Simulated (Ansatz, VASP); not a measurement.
# One calculation of CdTe, two programs

File INCAR:

```
  PREC = Accurate
  ENCUT = 520
  EDIFF = 1E-7
  ISMEAR = 0
  SIGMA = 0.05
  LREAL = F
  LASPH = T
  NELM = 80
  ALGO = Normal
  ISIF = 2
  LWAVE = F
  LCHARG = T
  GGA = PE
  LELF = T
  LVHAR = T
  NBANDS = 16
```

The input KPOINTS:

```
Automatic mesh
0
Gamma
  8 8 8
```

File POSCAR:

```
CdTe
1.0
    0.0000000000      3.2530750000      3.2530750000
    3.2530750000      0.0000000000      3.2530750000
    3.2530750000      3.2530750000      0.0000000000
Cd Te
1 1
Direct
    0.0000000000      0.0000000000      0.0000000000
    0.7500000000      0.7500000000      0.7500000000
```

Input for Ansatz:

```yaml
crystal:
  lattice:
    - [0.0, 3.253075, 3.253075]
    - [3.253075, 0.0, 3.253075]
    - [3.253075, 3.253075, 0.0]
  atoms:
    - { symbol: Cd, position: [0.0, 0.0, 0.0] }
    - { symbol: Te, position: [0.75, 0.75, 0.75] }
basis:
  ecutwfc: 420
kpoints:
  mp_grid: { grid: [8, 8, 8] }
hamiltonian:
  xc: pbe
scf:
  occupations: { method: gaussian, width: 0.05 }
output:
  forces: true
  stress: true
  eigenvalues: true
  write_density: true
  write_potential: true
  elf: true
  volumetric_format: npy
```

Change from the starting cell: strain +0.015 along x and y, +0.015 along z, atoms carried along.

Alike in both runs: task single point; functional PBE; k mesh 8 × 8 × 8; occupations gaussian, width 0.05 eV; no spin polarisation.

|  | VASP | Ansatz |
| --- | --- | --- |
| version | VASP 6.6.1 | Ansatz 0.2.0 |
| potentials or method | VASP PAW PBE potentials, release 64 (Cd, Te), cutoff 520 eV | scalar-relativistic, plane waves, PAW |
| valence electrons in the cell | 18 | 36 |

VASP gave:

* gap on the k mesh at the Fermi level (eV): 0.74
* least direct gap on the mesh (eV): 0.74
* pressure (GPa): 2.2

Task: Estimate Ansatz's values.

Result: gap on the k mesh at the Fermi level (eV): 0.74; least direct gap on the mesh (eV): 0.74; pressure (GPa): 2.0.

VASP's potentials hold 18 valence electrons a cell and Ansatz's 36, so a difference there can come from the potentials and not from the codes.

Spin-orbit coupling is off throughout.
